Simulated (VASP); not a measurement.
# Nb2PdSe5 (P1) in VASP: single point with PBE

Aim: the single point of Nb2PdSe5 with PBE.

Everything below comes from runs of VASP 6.6.1. Logs are shortened: lines on timing, memory, paths and dates and some standing lists are left out, and cuts for length are marked.

### Step 1. The cell of the first run

The typed cell holds 8 atoms: a = 6.556 Å, b = 6.928 Å, c = 7.136 Å, α = 90.19°, β = 91.38°, γ = 118.15°.

### Step 2. Single point, PBE

INCAR

```
SYSTEM = Nb2PdSe5
  PREC = Accurate
  ENCUT = 520
  EDIFF = 1E-7
  ISMEAR = 0
  SIGMA = 0.02
  LREAL = .FALSE.
  LASPH = .TRUE.
  NELM = 60
  ALGO = Normal
  ISIF = 2
  LWAVE = .FALSE.
  LCHARG = .TRUE.
  GGA = PE
  LELF = .TRUE.
  LVHAR = .TRUE.
  NBANDS = 43
```

KPOINTS

```
Automatic mesh
0
G
  6 6 4
  0 0 0
```

POSCAR

```
Nb2PdSe5
1.0
    6.5563312092      0.0003302780      0.0050636321
   -3.2684438236      6.1082255976     -0.0029948635
   -0.1770326091     -0.1180440309      7.1333012784
Nb Pd Se
2 1 5
Direct
    0.3855041638      0.7173439721      0.7540821169
    0.6638583649      0.2802896457      0.7506452012
    0.8771159219      0.9963110500      0.8145505868
    0.3820468904      0.6900900005      0.4357104929
    0.6833499850      0.3176000923      0.4337262999
    0.6716900500      0.6165639640      0.9095248010
    0.2828283399      1.0001010899      0.8778216719
    0.0536062839      0.3817001857      0.9006589594
```

Potentials or basis: VASP PAW PBE potentials, release 64 (Nb_sv, Pd, Se).

On the command line:

```sh
$ cat potpaw_PBE.64/Nb_sv/POTCAR potpaw_PBE.64/Pd/POTCAR potpaw_PBE.64/Se/POTCAR > POTCAR
$ mpirun -np 1 vasp_std > vasp.out
```

OUTCAR:

```text
SYSTEM = Nb2PdSe5
   PREC = Accurate
   ENCUT = 520
   EDIFF = 1E-7
   ISMEAR = 0
   LREAL = .FALSE.
   LASPH = .TRUE.
   NELM = 60
   ISIF = 2
   GGA = PE

 ion  position               nearest neighbor table
   1  0.386  0.717  0.754-   4 2.28   7 2.52   6 2.53   8 2.57   3 2.89
   2  0.664  0.280  0.751-   5 2.28   8 2.52   7 2.53   6 2.57   3 2.93
   3  0.877  0.996  0.815-   8 2.43   6 2.43   7 2.68   1 2.89   2 2.93
   4  0.382  0.690  0.436-   1 2.28
   5  0.683  0.318  0.434-   2 2.28
   6  0.672  0.617  0.910-   3 2.43   1 2.53   2 2.57
   7  0.283  0.000  0.878-   1 2.52   2 2.53   3 2.68
   8  0.054  0.382  0.901-   3 2.43   2 2.52   1 2.57

  LATTYP: Found a triclinic cell.
 ALAT       =     6.5563331729
 B/A-ratio  =     1.7644933715
 C/A-ratio  =     1.0884855720
 COS(alpha) =     0.0116379874
 COS(beta)  =     0.0240355757
 COS(gamma) =     0.8492354451

  Lattice vectors:

 A1 = (   6.5563312092,   0.0003302780,   0.0050636321)
 A2 = (   9.8247750328,  -6.1078953196,   0.0080584956)
 A3 = (   0.1770326091,   0.1180440309,  -7.1333012784)

Analysis of symmetry for initial positions (statically):
=====================================================================
 Subroutine PRICEL returns:
 Original cell was already a primitive cell.

 Routine SETGRP: Setting up the symmetry group for a
 triclinic supercell.

 Subroutine GETGRP returns: Found  1 space group operations
 (whereof  1 operations were pure point group operations)
 out of a pool of  2 trial point group operations.

The static configuration has the point symmetry C_1 .

Analysis of symmetry for dynamics (positions and initial velocities):
=====================================================================
 Subroutine PRICEL returns:
 Original cell was already a primitive cell.

 Routine SETGRP: Setting up the symmetry group for a
 triclinic supercell.

 Subroutine GETGRP returns: Found  1 space group operations
 (whereof  1 operations were pure point group operations)
 out of a pool of  2 trial point group operations.

The dynamic configuration has the point symmetry C_1 .

 Subroutine INISYM returns: Found  1 space group operations
 (whereof  1 operations are pure point group operations),
 and found     1 'primitive' translations

----------------------------------------------------------------------------------------

                                     Primitive cell

  volume of cell :     285.6841

  direct lattice vectors                    reciprocal lattice vectors
     6.556331209  0.000330278  0.005063632     0.152516249  0.081612272  0.005135657
    -3.268443824  6.108225598 -0.002994864    -0.000010339  0.163709461  0.002708857
    -0.177032609 -0.118044031  7.133301278    -0.000108269  0.000010799  0.140185038

  length of vectors
     6.556333173  6.927709141  7.136474064     0.173055321  0.163731871  0.140185080

  position of ions in fractional coordinates (direct lattice)
     0.385504164  0.717343972  0.754082117
     0.663858365  0.280289646  0.750645201
     0.877115922  0.996311050  0.814550587
     0.382046890  0.690090000  0.435710493
     0.683349985  0.317600092  0.433726300
     0.671690050  0.616563964  0.909524801
     0.282828340  0.000101090  0.877821672
     0.053606284  0.381700186  0.900658959

  ion indices of the primitive-cell ions
   primitive index   ion index
                 1           1
                 2           2
                 3           3
                 4           4
                 5           5
                 6           6
                 7           7
                 8           8

----------------------------------------------------------------------------------------

 KPOINTS: Automatic mesh

Automatic generation of k-mesh.
 Grid dimensions read from file:
 generate k-points for:    6    6    4

 Generating k-lattice:

  Cartesian coordinates                     Fractional coordinates (reciprocal lattice)
     0.025419375  0.013602045  0.000855943     0.166666667 -0.000000000 -0.000000000
    -0.000001723  0.027284910  0.000451476    -0.000000000  0.166666667  0.000000000
    -0.000027067  0.000002700  0.035046259     0.000000000 -0.000000000  0.250000000

  Length of vectors
     0.028842553  0.027288645  0.035046270

  Shift w.r.t. Gamma in fractional coordinates (k-lattice)
     0.000000000  0.000000000  0.000000000

 Subroutine IBZKPT returns following result:
 ===========================================

 Found     76 irreducible k-points:

 Following reciprocal coordinates:
            Coordinates               Weight
  0.000000  0.000000  0.000000      1.000000
  0.166667 -0.000000 -0.000000      2.000000
  0.333333  0.000000 -0.000000      2.000000
  0.500000  0.000000  0.000000      1.000000
  0.000000  0.166667  0.000000      2.000000
  0.166667  0.166667  0.000000      2.000000
[... 16 lines left out ...]
  0.333333 -0.000000  0.250000      2.000000
  0.500000 -0.000000  0.250000      2.000000
 [... further k-points ...]
   k-points           NKPTS =     76   k-points in BZ     NKDIM =     76   number of bands    NBANDS=     43
   number of dos      NEDOS =    301   number of ions     NIONS =      8
   total plane-waves  NPLWV = 145800
   dimension x,y,z NGX =    50 NGY =   54 NGZ =   54
   dimension x,y,z NGXF=   100 NGYF=  108 NGZF=  108
   ions per type =               2   1   5
   NGX,Y,Z   is equivalent  to a cutoff of  12.68, 12.96, 12.58 a.u.
   NGXF,Y,Z  is equivalent  to a cutoff of  25.36, 25.92, 25.16 a.u.
 SYSTEM =  Nb2PdSe5
   PREC   = accura    normal or accurate (medium, high low for compatibility)
   ISTART =      0    job   : 0-new  1-cont  2-samecut
   ICHARG =      2    charge: 1-file 2-atom 10-const
   ISPIN  =      1    spin polarized calculation?
   LNONCOLLINEAR =      F non collinear calculations
   LSORBIT =      F    spin-orbit coupling
   LASPH  =      T    aspherical Exc in radial PAW
   ENCUT  =  520.0 eV  38.22 Ry    6.18 a.u.  12.19 12.88 13.27*2*pi/ulx,y,z
   NELM   =     60;   NELMIN=  2; NELMDL= -5     # of ELM steps
   EDIFF  = 0.1E-06   stopping-criterion for ELM
   LREAL  =      F    real-space projection
   EDIFFG = 0.1E-05   stopping-criterion for IOM
   NSW    =      0    number of steps for IOM
   IBRION =     -1    ionic relax: 0-MD 1-quasi-New 2-CG
   NFREE  =      0    steps in history (QN), initial steepest desc. (CG)
   ISIF   =      2    stress and relaxation
   ISYM   =      2    0-nonsym 1-usesym 2-fastsym
   POTIM  = 0.5000    time-step for ionic-motion
   TEBEG  =    0.0;   TEEND  =   0.0 temperature during run
   PSTRESS=    0.0 pullay stress
   NELECT =      66.0000    total number of electrons
   NUPDOWN=      -1.0000    fix difference up-down
   EMIN   =  10.00;   EMAX   =-10.00  energy-range for DOS
   EFERMI =   0.00;   METHOD = LEGACY
   ISMEAR =     0;   SIGMA  =   0.02  broadening in eV -4-tet -1-fermi 0-gaus
   EFERMI_NEDOS =   21; number of points for ismear=-14 and -15
   IALGO  =     38    algorithm
   IMIX   =      4    mixing-type and parameters
     AMIX     =   0.40;   BMIX     =  1.00
     AMIX_MAG =   1.60;   BMIX_MAG =  1.00
  volume/ion in A,a.u.               =      35.71       240.99
  Fermi-wavevector in a.u.,A,eV,Ry     =   1.004525  1.898277 13.729241  1.009071
  Thomas-Fermi vector in A             =   2.137147
   LORBIT       =      0    0 simple, 1 ext, 2 COOP (PROOUT), +10 PAW based schemes
   GGA     = PE    functional components
   LHFCALC =     F    Hartree Fock is set to
   AEXX    =    0.0000 exact exchange contribution
   IVDW    =     0    specifies the selected vdW correction
   LEPSILON=     F    determine dielectric tensor
   LRPA    =     F    only Hartree local field effects (RPA)
 non-spin polarized calculation
 Gauss-broadening in eV      SIGMA  =   0.02
  energy-cutoff  :      520.00
  volume of cell :      285.68
 maximum number of plane-waves:      7716
 NGX is ok and might be reduce to    50
   NGX = 25   NGY = 25   NGZ = 27

 number of electron      66.0000001 magnetization

 Free energy of the ion-electron system (eV)
  ---------------------------------------------------
  ext. energy  EPLUGINS =         0.00000000
  ---------------------------------------------------
  free energy    TOTEN  =       -46.39569273 eV

  energy without entropy =      -46.39569273  energy(sigma->0) =      -46.39569273

 E-fermi :   0.9668     XC(G=0):  -7.5774

 val. band max:        0.7813727183   @ k =   0.5000   0.5000   0.5000
 cond. band min:       1.4035852877   @ k =   0.5000   0.3333  -0.0000
 fundamental gap:      0.6222125695
 Fermi energy:         0.9667746398

 k-point     1 :       0.0000    0.0000    0.0000
  band No.  band energies     occupation
      1     -54.1713      2.00000
      2     -54.1642      2.00000
      3     -30.3204      2.00000
      4     -30.2930      2.00000
      5     -30.2759      2.00000
      6     -30.2451      2.00000
[... 35 lines left out ...]
     42       4.4114      0.00000
     43       4.7765      0.00000

 k-point     2 :       0.1667   -0.0000   -0.0000
  band No.  band energies     occupation
      1     -54.1712      2.00000
      2     -54.1643      2.00000
      3     -30.3201      2.00000
      4     -30.2922      2.00000
      5     -30.2757      2.00000
      6     -30.2459      2.00000
[... 35 lines left out ...]
     42       4.4114      0.00000
     43       4.8054      0.00000

 k-point     3 :       0.3333    0.0000   -0.0000
  band No.  band energies     occupation
      1     -54.1710      2.00000
      2     -54.1645      2.00000
      3     -30.3197      2.00000
      4     -30.2908      2.00000
      5     -30.2752      2.00000
      6     -30.2478      2.00000
[... 919 lines left out ...]
      6     -30.2478      2.00000
[... 35 lines left out ...]
     42       4.3816      0.00000
     43       4.8122      0.00000

 k-point    24 :       0.5000   -0.0000    0.2500
  band No.  band energies     occupation
      1     -54.1709      2.00000
      2     -54.1645      2.00000
      3     -30.3194      2.00000
      4     -30.2900      2.00000
      5     -30.2749      2.00000
      6     -30.2488      2.00000
[... 35 lines left out ...]
     42       4.4176      0.00000
     43       4.8836      0.00000

 [... further k-points ...]

------------------------ aborting loop because EDIFF is reached ----------------------------------------

  FORCE on cell =-STRESS in cart. coord.  units (eV):
  Direction    XX          YY          ZZ          XY          YZ          ZX
  --------------------------------------------------------------------------------------
  -------------------------------------------------------------------------------------
  Total       -0.0445919     -0.0735958     -0.0437731      0.0038234      0.0006771      0.0121664
  in kB       -0.2500810     -0.4127409     -0.2454889      0.0214423      0.0037971      0.0682315
  external PRESSURE =      -0.3027703 kB  Pullay stress =       0.0000000 kB

 VOLUME and BASIS-vectors are now :
 -----------------------------------------------------------------------------
  energy-cutoff  :      520.00
  volume of cell :      285.68
      direct lattice vectors                 reciprocal lattice vectors
     6.556331209  0.000330278  0.005063632     0.152516249  0.081612272  0.005135657
    -3.268443824  6.108225598 -0.002994864    -0.000010339  0.163709461  0.002708857
    -0.177032609 -0.118044031  7.133301278    -0.000108269  0.000010799  0.140185038

 POSITION                                       TOTAL-FORCE (eV/Angst)
 -----------------------------------------------------------------------------------
      0.04940      4.29281      5.37890        -0.000085      0.006545      0.013214
      3.30348      1.62368      5.35710         0.000271     -0.006226      0.013903
      2.35007      5.98983      5.81189         0.008000     -0.001451     -0.015152
      0.17217      4.16392      3.10792        -0.002930      0.003376     -0.004081
      3.36543      1.88900      3.09641        -0.002422     -0.004972     -0.005762
      2.22760      3.65897      6.48947        -0.005027     -0.004860     -0.002091
      1.69858     -0.10291      6.26320         0.005286     -0.000263      0.001652
     -1.05555      2.22521      6.42380        -0.003093      0.007851     -0.001683
 -----------------------------------------------------------------------------------
    total drift:                                0.000474      0.000368      0.000020

  FREE ENERGIE OF THE ION-ELECTRON SYSTEM (eV)
  ---------------------------------------------------
  free  energy   TOTEN  =       -46.3956927283 eV

  energy  without entropy=      -46.3956927283  energy(sigma->0) =      -46.39569273
```

It took 41 min on 1 thread of Oxide Virtual Turin-like, shared host; peak memory 0.91 GiB.

What came out:

```
Free energy            : -46.3957 eV
Pressure               : 0.0 GPa
Largest force          : 0.017 eV/Å
Band gap on the k mesh : 0.62 eV (least direct gap 0.73 eV)
```

Forces on the atoms (eV/Å):
```
Nb   0.000  0.007  0.013
Nb   0.000 -0.006  0.014
Pd   0.008 -0.001 -0.015
Se  -0.003  0.003 -0.004
Se  -0.002 -0.005 -0.006
Se  -0.005 -0.005 -0.002
Se   0.005  0.000  0.002
Se  -0.003  0.008 -0.002
```

Levels at points of the mesh, in eV from the valence-band top:
| k point | band 31 | band 32 | band 33 | band 34 | band 35 | band 36 |
| --- | --- | --- | --- | --- | --- | --- |
| (0.00, 0.00, 0.00) | -0.73 | -0.57 | -0.22 | 1.30 | 1.57 | 1.80 |
| (0.50, 0.00, 0.00) | -0.55 | -0.40 | -0.08 | 0.71 | 1.46 | 1.90 |
| (0.00, 0.50, 0.00) | -0.54 | -0.36 | -0.07 | 0.94 | 1.48 | 1.51 |
| (0.50, 0.50, 0.00) | -0.55 | -0.41 | -0.08 | 0.67 | 1.47 | 1.88 |
| (0.00, 0.00, 0.50) | -0.66 | -0.49 | -0.16 | 1.29 | 1.60 | 1.87 |
| (0.50, 0.00, 0.50) | -0.46 | -0.31 | 0.00 | 0.76 | 1.44 | 1.97 |
| (0.00, 0.50, 0.50) | -0.42 | -0.27 | -0.05 | 0.96 | 1.50 | 1.58 |
| (0.50, 0.50, 0.50) | -0.45 | -0.35 | 0.00 | 0.74 | 1.44 | 1.96 |

A k mesh can miss the band edges.
